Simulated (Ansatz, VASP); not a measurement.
## Cu: VASP beside Ansatz

Contents of INCAR:

```
SYSTEM = Cu
ALGO     = Normal         ! electronic algorithm
EDIFF    = 1E-6           ! SCF threshold, eV
ENCUT    = 520            ! plane-wave cutoff, eV
GGA      = PS             ! functional
ISIF     = 2              ! what is computed and relaxed
ISMEAR   = 0              ! smearing method
LASPH    = .TRUE.         ! aspherical terms in the spheres
LCHARG   = .TRUE.         ! write CHGCAR
LELF     = .TRUE.         ! ELF
LREAL    = .FALSE.        ! projectors in reciprocal space
LVHAR    = .TRUE.       
LWAVE    = .FALSE.        ! write WAVECAR
NBANDS   = 12             ! bands
NELM     = 60             ! most SCF steps
PREC     = Accurate       ! precision mode
SIGMA    = 0.15           ! smearing width, eV
```

Contents of KPOINTS:

```
k-points
0
G
  24 24 24
  0 0 0
```

File POSCAR:

```
Cu
1.0
    0.0000000000      1.7816422171      1.7816422171
    1.7816422171      0.0000000000      1.7816422171
    1.7816422171      1.7816422171      0.0000000000
Cu
1
Direct
    0.0000000000      0.0000000000      0.0000000000
```

Input for Ansatz:

```yaml
crystal:
  lattice:
    - [0.0, 1.7816422171, 1.7816422171]
    - [1.7816422171, 0.0, 1.7816422171]
    - [1.7816422171, 1.7816422171, 0.0]
  atoms:
    - { symbol: Cu, position: [0.0, 0.0, 0.0] }
basis:
  ecutwfc: 520.0
kpoints:
  mp_grid: { grid: [24, 24, 24] }
hamiltonian:
  xc: pbesol
  pseudopotentials: { kind: paw, azcp: { folder: soft_1 } }
scf:
  occupations: { method: gaussian, width: 0.15 }
output:
  forces: true
  stress: true
  eigenvalues: true
  write_density: true
  write_potential: true
  elf: true
  volumetric_format: npy
```

Alike in both runs: task single point; functional PBEsol; k mesh 24 × 24 × 24; occupations gaussian, width 0.15 eV; no spin polarisation.

|  | VASP | Ansatz |
| --- | --- | --- |
| version | VASP 6.6.1 | Ansatz 0.2.0 |
| potentials or method | VASP PAW PBE potentials, release 64 (Cu), cutoff 520 eV | scalar-relativistic, plane waves, PAW |
| valence electrons in the cell | 11 | 19 |

```tsv
	VASP	Ansatz	Ansatz less VASP
gap on the k mesh at the Fermi level (eV)	none	none	-
pressure (GPa)	0.8	0.0	-0.76
```

VASP's potentials were made for PBE, not for PBEsol, and Ansatz warns of the same on its side. A gap of «none» marks a metal or a gap that the smearing closes. VASP's potentials hold 11 valence electrons a cell and Ansatz's 19, so a difference there can come from the potentials and not from the codes.
